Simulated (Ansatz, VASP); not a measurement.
Two plane-wave programs on HfC

Contents of INCAR:

```
ALGO = Normal ; EDIFF = 1E-6
ENCUT = 520 ; GGA = PE
ISIF = 2 ; ISMEAR = 0
LASPH = True ; LCHARG = False
LREAL = False ; LWAVE = False
NBANDS = 22 ; NELM = 100
PREC = Accurate ; SIGMA = 0.1
```

Contents of KPOINTS:

```
k-points
0
Gamma
  12 12 8
```

Contents of POSCAR:

```
HfC
1.0
    3.4810935644      0.0000000000      0.0000000000
   -1.7405467822      3.0147154597      0.0000000000
    0.0000000000      0.0000000000      5.2617648039
Hf C
2 2
Direct
    0.6666666667      0.3333333333      0.7336906634
    0.3333333333      0.6666666667      0.2663093366
    0.0000000000      0.0000000000      0.0000000000
    0.0000000000      0.0000000000      0.5000000000
```

Input for Ansatz:

```yaml
crystal:
  lattice:
    - [3.4810935644, 0.0, 0.0]
    - [-1.7405467822, 3.0147154597, 0.0]
    - [0.0, 0.0, 5.2617648039]
  atoms:
    - { symbol: Hf, position: [0.6666666667, 0.3333333333, 0.7336906634] }
    - { symbol: Hf, position: [0.3333333333, 0.6666666667, 0.2663093366] }
    - { symbol: C, position: [0.0, 0.0, 0.0] }
    - { symbol: C, position: [0.0, 0.0, 0.5] }
basis:
  ecutwfc: 420
kpoints:
  mp_grid: { grid: [12, 12, 8] }
hamiltonian:
  xc: pbe
scf:
  occupations: { method: gaussian, width: 0.1 }
output:
  forces: true
  stress: true
  eigenvalues: true
  populations: true
```

Alike in both runs: task single point; functional PBE; k mesh 12 × 12 × 8; occupations gaussian, width 0.1 eV; no spin polarisation.

```csv
,VASP,Ansatz
version,VASP 6.6.1,Ansatz 0.2.0
potentials or method,"VASP PAW PBE potentials, release 64 (Hf_pv, C), cutoff 520 eV","scalar-relativistic, plane waves, PAW"
valence electrons in the cell,28,60
```

```tsv
	VASP	Ansatz	Ansatz less VASP
gap on the k mesh at the Fermi level (eV)	none	none	-
pressure (GPa)	-18.1	-17.3	+0.81
traceless stress, the component that is largest in VASP (GPa)	5.60	5.56	-0.035
rms of the force components (eV/Å)	0.903	0.910	+0.0069
```

Atom by atom the forces differ by 0.007 eV/Å (rms over components). A gap of «none» marks a metal or a gap that the smearing closes. VASP's potentials hold 28 valence electrons a cell and Ansatz's 60, so a difference there can come from the potentials and not from the codes.

Neither program's run includes spin-orbit coupling.
